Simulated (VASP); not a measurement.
# Lu (P6_3/mmc) in VASP: a series of runs

Runs on Lu. Level: PBEsol. Tasks: single point.

Program: VASP 6.6.1. These are calculated values, not measurements. Logs are shortened: lines on timing, memory, paths and dates and some standing lists are left out, and cuts for length are marked.

**1. The cell of the first run**

Symmetry: P6_3/mmc, No. 194, hexagonal system. Conventional cell: a = 3.432 Å, b = 3.432 Å, c = 5.438 Å, α = 90.00°, β = 90.00°, γ = 120.00°. Within 4.4 Å of Lu (site symmetry -6m2) lie 12 Lu at 3.36 to 3.43 Å.

**2. Single point, PBEsol**

Contents of INCAR:

```
SYSTEM = Lu
PREC     = Accurate       ! precision mode
ENCUT    = 520            ! plane-wave cutoff, eV
EDIFF    = 1E-7           ! SCF threshold, eV
ISMEAR   = -1             ! smearing method
SIGMA    = 0.05           ! smearing width, eV
LREAL    = .FALSE.        ! projectors in reciprocal space
LASPH    = .TRUE.         ! aspherical terms in the spheres
NELM     = 60             ! most SCF steps
ALGO     = Normal         ! electronic algorithm
ISIF     = 2              ! what is computed and relaxed
LWAVE    = .FALSE.        ! write WAVECAR
LCHARG   = .TRUE.         ! write CHGCAR
GGA      = PS             ! functional
LELF     = .TRUE.         ! ELF
LVHAR    = .TRUE.       
NBANDS   = 32             ! bands
```

Contents of KPOINTS:

```
Automatic mesh
0
G
  9 9 5
  0 0 0
```

Contents of POSCAR:

```
Lu
1.0
    3.4315880974      0.0000000000      0.0000000000
   -1.7157940487      2.9718424677      0.0000000000
    0.0000000000      0.0000000000      5.4375845309
Lu
2
Direct
    0.6666666667      0.3333333333      0.7500000000
    0.3333333333      0.6666666667      0.2500000000
```

Potentials or basis: VASP PAW PBE potentials, release 64 (Lu).

The run is started by

```sh
cat potpaw_PBE.64/Lu/POTCAR > POTCAR
mpirun -np 1 vasp_std > vasp.out
```

OUTCAR:

```text
SYSTEM = Lu
   PREC = Accurate
   ENCUT = 520
   EDIFF = 1E-7
   ISMEAR = -1
   LREAL = .FALSE.
   LASPH = .TRUE.
   NELM = 60
   ISIF = 2
   GGA = PS

 ion  position               nearest neighbor table
   1  0.667  0.333  0.750-   2 3.36   2 3.36   2 3.36   2 3.36   2 3.36   2 3.36
   2  0.333  0.667  0.250-   1 3.36   1 3.36   1 3.36   1 3.36   1 3.36   1 3.36

  LATTYP: Found a hexagonal cell.
 ALAT       =     3.4315880974
 C/A-ratio  =     1.5845679541

  Lattice vectors:

 A1 = (   3.4315880974,   0.0000000000,   0.0000000000)
 A2 = (  -1.7157940487,   2.9718424677,   0.0000000000)
 A3 = (   0.0000000000,   0.0000000000,   5.4375845309)

Analysis of symmetry for initial positions (statically):
=====================================================================
 Subroutine PRICEL returns:
 Original cell was already a primitive cell.

 Routine SETGRP: Setting up the symmetry group for a
 hexagonal supercell.

 Subroutine GETGRP returns: Found 24 space group operations
 (whereof 12 operations were pure point group operations)
 out of a pool of 24 trial point group operations.

The static configuration has the point symmetry D_3d.
 The point group associated with its full space group is D_6h.

Analysis of symmetry for dynamics (positions and initial velocities):
=====================================================================
 Subroutine PRICEL returns:
 Original cell was already a primitive cell.

 Routine SETGRP: Setting up the symmetry group for a
 hexagonal supercell.

 Subroutine GETGRP returns: Found 24 space group operations
 (whereof 12 operations were pure point group operations)
 out of a pool of 24 trial point group operations.

The dynamic configuration has the point symmetry D_3d.
 The point group associated with its full space group is D_6h.

 Subroutine INISYM returns: Found 24 space group operations
 (whereof 12 operations are pure point group operations),
 and found     1 'primitive' translations

----------------------------------------------------------------------------------------

                                     Primitive cell

  volume of cell :      55.4532

  direct lattice vectors                    reciprocal lattice vectors
     3.431588097  0.000000000  0.000000000     0.291410266  0.168245795  0.000000000
    -1.715794049  2.971842468  0.000000000     0.000000000  0.336491591  0.000000000
     0.000000000  0.000000000  5.437584531     0.000000000  0.000000000  0.183905187

  length of vectors
     3.431588097  3.431588097  5.437584531     0.336491591  0.336491591  0.183905187

  position of ions in fractional coordinates (direct lattice)
     0.666666667  0.333333333  0.750000000
     0.333333333  0.666666667  0.250000000

  ion indices of the primitive-cell ions
   primitive index   ion index
                 1           1
                 2           2

----------------------------------------------------------------------------------------

 KPOINTS: Automatic mesh

Automatic generation of k-mesh.
 Grid dimensions read from file:
 generate k-points for:    9    9    5

 Generating k-lattice:

  Cartesian coordinates                     Fractional coordinates (reciprocal lattice)
     0.032378918  0.018693977  0.000000000     0.111111111 -0.000000000  0.000000000
     0.000000000  0.037387955  0.000000000     0.000000000  0.111111111  0.000000000
     0.000000000  0.000000000  0.036781037     0.000000000  0.000000000  0.200000000

  Length of vectors
     0.037387955  0.037387955  0.036781037

  Shift w.r.t. Gamma in fractional coordinates (k-lattice)
     0.000000000  0.000000000  0.000000000

 Subroutine IBZKPT returns following result:
 ===========================================

 Found     36 irreducible k-points:

 Following reciprocal coordinates:
            Coordinates               Weight
  0.000000  0.000000  0.000000      1.000000
  0.111111 -0.000000  0.000000      6.000000
  0.222222 -0.000000  0.000000      6.000000
  0.333333 -0.000000  0.000000      6.000000
  0.444444 -0.000000  0.000000      6.000000
  0.111111  0.111111  0.000000      6.000000
[... 16 lines left out ...]
  0.333333  0.222222  0.200000     24.000000
  0.333333  0.333333  0.200000      4.000000
 [... further k-points ...]
   k-points           NKPTS =     36   k-points in BZ     NKDIM =     36   number of bands    NBANDS=     32
   number of dos      NEDOS =    301   number of ions     NIONS =      2
   total plane-waves  NPLWV =  31360
   dimension x,y,z NGX =    28 NGY =   28 NGZ =   40
   dimension x,y,z NGXF=    56 NGYF=   56 NGZF=   80
   ions per type =               2
   NGX,Y,Z   is equivalent  to a cutoff of  13.56, 13.56, 12.23 a.u.
   NGXF,Y,Z  is equivalent  to a cutoff of  27.13, 27.13, 24.46 a.u.
 SYSTEM =  Lu
   PREC   = accura    normal or accurate (medium, high low for compatibility)
   ISTART =      0    job   : 0-new  1-cont  2-samecut
   ICHARG =      2    charge: 1-file 2-atom 10-const
   ISPIN  =      1    spin polarized calculation?
   LNONCOLLINEAR =      F non collinear calculations
   LSORBIT =      F    spin-orbit coupling
   LASPH  =      T    aspherical Exc in radial PAW
   ENCUT  =  520.0 eV  38.22 Ry    6.18 a.u.   6.38  6.38 10.11*2*pi/ulx,y,z
   NELM   =     60;   NELMIN=  2; NELMDL= -5     # of ELM steps
   EDIFF  = 0.1E-06   stopping-criterion for ELM
   LREAL  =      F    real-space projection
   EDIFFG = 0.1E-05   stopping-criterion for IOM
   NSW    =      0    number of steps for IOM
   IBRION =     -1    ionic relax: 0-MD 1-quasi-New 2-CG
   NFREE  =      0    steps in history (QN), initial steepest desc. (CG)
   ISIF   =      2    stress and relaxation
   ISYM   =      2    0-nonsym 1-usesym 2-fastsym
   POTIM  = 0.5000    time-step for ionic-motion
   TEBEG  =    0.0;   TEEND  =   0.0 temperature during run
   PSTRESS=    0.0 pullay stress
   NELECT =      50.0000    total number of electrons
   NUPDOWN=      -1.0000    fix difference up-down
   EMIN   =  10.00;   EMAX   =-10.00  energy-range for DOS
   EFERMI =   0.00;   METHOD = LEGACY
   ISMEAR =    -1;   SIGMA  =   0.05  broadening in eV -4-tet -1-fermi 0-gaus
   EFERMI_NEDOS =   21; number of points for ismear=-14 and -15
   IALGO  =     38    algorithm
   IMIX   =      4    mixing-type and parameters
     AMIX     =   0.40;   BMIX     =  1.00
     AMIX_MAG =   1.60;   BMIX_MAG =  1.00
  volume/ion in A,a.u.               =      27.73       187.11
  Fermi-wavevector in a.u.,A,eV,Ry     =   1.581573  2.988739 34.033238  2.501372
  Thomas-Fermi vector in A             =   2.681628
   LORBIT       =      0    0 simple, 1 ext, 2 COOP (PROOUT), +10 PAW based schemes
   GGA     = PS    functional components
   LHFCALC =     F    Hartree Fock is set to
   AEXX    =    0.0000 exact exchange contribution
   IVDW    =     0    specifies the selected vdW correction
   LEPSILON=     F    determine dielectric tensor
   LRPA    =     F    only Hartree local field effects (RPA)
 non-spin polarized calculation
  energy-cutoff  :      520.00
  volume of cell :       55.45
 maximum number of plane-waves:      1514
 NGX is ok and might be reduce to    28
   NGX = 13   NGY = 13   NGZ = 21

 number of electron      50.0000020 magnetization

 Free energy of the ion-electron system (eV)
  ---------------------------------------------------
  ext. energy  EPLUGINS =         0.00000000
  ---------------------------------------------------
  free energy    TOTEN  =        -9.91086119 eV

  energy without entropy =       -9.88195588  energy(sigma->0) =       -9.89640854

 E-fermi :   2.2734     XC(G=0): -11.0152

 val. band max:        2.2473371321   @ k =   0.3333  -0.0000   0.4000
 cond. band min:       2.2815722317   @ k =   0.4444   0.1111   0.4000
 fundamental gap:      0.0342350996
 Fermi energy:         2.2733835009

 k-point     1 :       0.0000    0.0000    0.0000
  band No.  band energies     occupation
      1     -53.7996      2.00000
      2     -53.7572      2.00000
      3     -24.7928      2.00000
      4     -24.2840      2.00000
      5     -24.2840      2.00000
      6     -24.1915      2.00000
[... 24 lines left out ...]
     31       5.8959      0.00000
     32       5.8959      0.00000

 k-point     2 :       0.1111   -0.0000    0.0000
  band No.  band energies     occupation
      1     -53.7959      2.00000
      2     -53.7558      2.00000
      3     -24.7698      2.00000
      4     -24.3320      2.00000
      5     -24.3000      2.00000
      6     -24.2421      2.00000
[... 24 lines left out ...]
     31       5.5472      0.00000
     32       5.5919      0.00000

 k-point     3 :       0.2222   -0.0000    0.0000
  band No.  band energies     occupation
      1     -53.7864      2.00000
      2     -53.7526      2.00000
      3     -24.7063      2.00000
      4     -24.4542      2.00000
      5     -24.3652      2.00000
      6     -24.3387      2.00000
[... 24 lines left out ...]
     31       6.0137      0.00000
     32       6.3770      0.00000

 k-point     4 :       0.3333   -0.0000    0.0000
  band No.  band energies     occupation
      1     -53.7745      2.00000
      2     -53.7500      2.00000
      3     -24.6191      2.00000
      4     -24.5933      2.00000
      5     -24.4977      2.00000
      6     -24.3807      2.00000
[... 24 lines left out ...]
     31       7.0502      0.00000
     32       7.5805      0.00000

 k-point     5 :       0.4444   -0.0000    0.0000
  band No.  band energies     occupation
      1     -53.7653      2.00000
      2     -53.7497      2.00000
      3     -24.6838      2.00000
      4     -24.5805      2.00000
      5     -24.5413      2.00000
      6     -24.4072      2.00000
[... 584 lines left out ...]
     31       8.1973      0.00000
     32       8.8607      0.00000

 k-point    22 :       0.2222    0.2222    0.2000
  band No.  band energies     occupation
      1     -53.7667      2.00000
      2     -53.7514      2.00000
      3     -24.6447      2.00000
      4     -24.5953      2.00000
      5     -24.4544      2.00000
      6     -24.4327      2.00000
[... 24 lines left out ...]
     31       7.8407      0.00000
     32       7.9866      0.00000

 k-point    23 :       0.3333    0.2222    0.2000
  band No.  band energies     occupation
      1     -53.7593      2.00000
      2     -53.7515      2.00000
      3     -24.6610      2.00000
      4     -24.6068      2.00000
      5     -24.5124      2.00000
      6     -24.4124      2.00000
[... 24 lines left out ...]
     31       7.8798      0.00000
     32       8.3664      0.00000

 k-point    24 :       0.3333    0.3333    0.2000
  band No.  band energies     occupation
      1     -53.7541      2.00000
      2     -53.7541      2.00000
      3     -24.6004      2.00000
      4     -24.5926      2.00000
      5     -24.5926      2.00000
      6     -24.4395      2.00000
[... 24 lines left out ...]
     31       8.0143      0.00000
     32       8.0329      0.00000

 [... further k-points ...]

------------------------ aborting loop because EDIFF is reached ----------------------------------------

  FORCE on cell =-STRESS in cart. coord.  units (eV):
  Direction    XX          YY          ZZ          XY          YZ          ZX
  --------------------------------------------------------------------------------------
  -------------------------------------------------------------------------------------
  Total        0.0750066      0.0750066     -0.3859500      0.0000000     -0.0000000      0.0000000
  in kB        2.1671195      2.1671195    -11.1510213      0.0000000     -0.0000000      0.0000000
  external PRESSURE =      -2.2722608 kB  Pullay stress =       0.0000000 kB

 VOLUME and BASIS-vectors are now :
 -----------------------------------------------------------------------------
  energy-cutoff  :      520.00
  volume of cell :       55.45
      direct lattice vectors                 reciprocal lattice vectors
     3.431588097  0.000000000  0.000000000     0.291410266  0.168245795  0.000000000
    -1.715794049  2.971842468  0.000000000     0.000000000  0.336491591  0.000000000
     0.000000000  0.000000000  5.437584531     0.000000000  0.000000000  0.183905187

 POSITION                                       TOTAL-FORCE (eV/Angst)
 -----------------------------------------------------------------------------------
      1.71579      0.99061      4.07819        -0.000000      0.000000      0.000000
     -0.00000      1.98123      1.35940         0.000000     -0.000000      0.000000
 -----------------------------------------------------------------------------------
    total drift:                               -0.000000      0.000000     -0.000000

  FREE ENERGIE OF THE ION-ELECTRON SYSTEM (eV)
  ---------------------------------------------------
  free  energy   TOTEN  =        -9.9108611940 eV

  energy  without entropy=       -9.8819558803  energy(sigma->0) =       -9.89640854
```

Wall time 1.8 min (1 thread of Intel Xeon 8259CL, shared host); peak memory 0.21 GiB.

Results:

```yaml
Free_energy: -9.9109 eV
Pressure: -0.2 GPa
Band_gap_on_the_k_mesh: zero (bands 25 and 26 overlap by 1.47 eV)
```

Levels at points of the mesh, in eV from the Fermi level:
```
           k point  band 21  band 22  band 23  band 24  band 25  band 26  band 27  band 28  band 29  band 30
(0.00, 0.00, 0.00)    -4.77    -4.74    -4.74    -2.54     0.74     2.23     2.23     2.53     2.98     2.98
```

Caveat: the PAW data sets were made with another functional, which shifts forces and pressure a little; spin-orbit coupling is left out, which moves the levels of the heavy elements.

**3. Single point, PBEsol**

This run uses another cell than the first one, of 28.32 Å³/atom.

Contents of INCAR:

```
  PREC = Accurate
  ENCUT = 520
  EDIFF = 1E-6
  ISMEAR = -1
  SIGMA = 0.05
  LREAL = F
  LASPH = T
  NELM = 80
  ALGO = Normal
  ISIF = 2
  LWAVE = F
  LCHARG = F
  GGA = PS
  NBANDS = 32
```

Contents of KPOINTS:

```
Automatic mesh
0
Gamma
  9 9 5
```

Contents of POSCAR:

```
Lu
1.0
    3.4557550070      0.0000000000      0.0000000000
   -1.7278775035      2.9927716254      0.0000000000
    0.0000000000      0.0000000000      5.4758786414
Lu
2
Direct
    0.6666666667      0.3333333333      0.7500000000
    0.3333333333      0.6666666667      0.2500000000
```

Potentials or basis: VASP PAW PBE potentials, release 64 (Lu).

The run is started by

```sh
cat potpaw_PBE.64/Lu/POTCAR > POTCAR
mpirun -np 1 vasp_std > vasp.out
```

Run time: 93 s. Hardware: 1 thread of Intel Xeon 8259CL, shared host; peak memory 0.22 GiB.

It converged, with:

```
Free energy            : -9.9062 eV
Pressure               : -1.2 GPa
Band gap on the k mesh : zero (bands 25 and 26 overlap by 1.46 eV)
```

Stress tensor (GPa, compression positive):
```
-0.79  0.00  0.00
 0.00 -0.79  0.00
 0.00  0.00 -2.04
```

Levels at points of the mesh, in eV from the Fermi level:
| k point | band 23 | band 24 | band 25 | band 26 | band 27 | band 28 |
| --- | --- | --- | --- | --- | --- | --- |
| (0.00, 0.00, 0.00) | -4.78 | -2.50 | 0.67 | 2.21 | 2.21 | 2.50 |

Caveat: the PAW data sets were made with another functional, which shifts forces and pressure a little; spin-orbit coupling is left out, which moves the levels of the heavy elements.

**4. Single point, PBEsol**

This run uses another cell than the first one, of 28.91 Å³/atom.

Contents of INCAR:

```
PREC = Accurate
ENCUT = 520
EDIFF = 1E-6
ISMEAR = -1
SIGMA = 0.05
LREAL = F
LASPH = T
NELM = 80
ALGO = Fast
ISIF = 2
LWAVE = F
LCHARG = F
GGA = PS
NBANDS = 32
```

Contents of KPOINTS:

```
regular mesh
0
Gamma
  9 9 5
```

Contents of POSCAR:

```
Lu
1.0
    3.4795885533      0.0000000000      0.0000000000
   -1.7397942767      3.0134120819      0.0000000000
    0.0000000000      0.0000000000      5.5136445151
Lu
2
Direct
    0.6666666667      0.3333333333      0.7500000000
    0.3333333333      0.6666666667      0.2500000000
```

The run is started by

```sh
cat potpaw_PBE.64/Lu/POTCAR > POTCAR
mpirun -np 1 vasp_std > vasp.out
```

It took 3.7 min on 1 thread of Intel Xeon 8259CL, shared host; peak memory 0.22 GiB.

Results (log left out):

```
Free energy            : -9.8947 eV
Pressure               : -2.1 GPa
Band gap on the k mesh : zero (bands 25 and 26 overlap by 1.44 eV)
```

Stress tensor (GPa, compression positive):
```
-1.75  0.00  0.00
 0.00 -1.75  0.00
 0.00  0.00 -2.90
```

Levels at points of the mesh, in eV from the Fermi level:
```
           k point  band 22  band 23  band 24  band 25  band 26  band 27  band 28  band 29
(0.00, 0.00, 0.00)    -4.83    -4.82    -2.47     0.61     2.20     2.20     2.48     2.91
```

Caveat: the PAW data sets were made with another functional, which shifts forces and pressure a little; spin-orbit coupling is left out, which moves the levels of the heavy elements.

**5. The runs side by side**

```csv
cell,gap on the mesh (eV),pressure (GPa)
"a = 3.432, b = 3.432, c = 5.438 Å, angles 90.0, 90.0, 120.0°, 2 atoms",none,-0.2
"a = 3.456, b = 3.456, c = 5.476 Å, angles 90.0, 90.0, 120.0°, 2 atoms",none,-1.2
"a = 3.480, b = 3.480, c = 5.514 Å, angles 90.0, 90.0, 120.0°, 2 atoms",none,-2.1
```

Alike in all rows: task single point; level PBEsol; potentials or basis VASP PAW PBE potentials, release 64 (Lu); no spin polarisation; k mesh 9 × 9 × 5; cutoff (eV) 520; smearing fermi-dirac 0.05 eV.

Caveats: the PAW data sets were made with another functional, which shifts forces and pressure a little; spin-orbit coupling is left out, which moves the levels of the heavy elements.

Total energies depend on the potentials used, so only differences within one code and one set of settings carry meaning.

The gap in the log of VASP goes by the Fermi energy; the results here count the filled bands.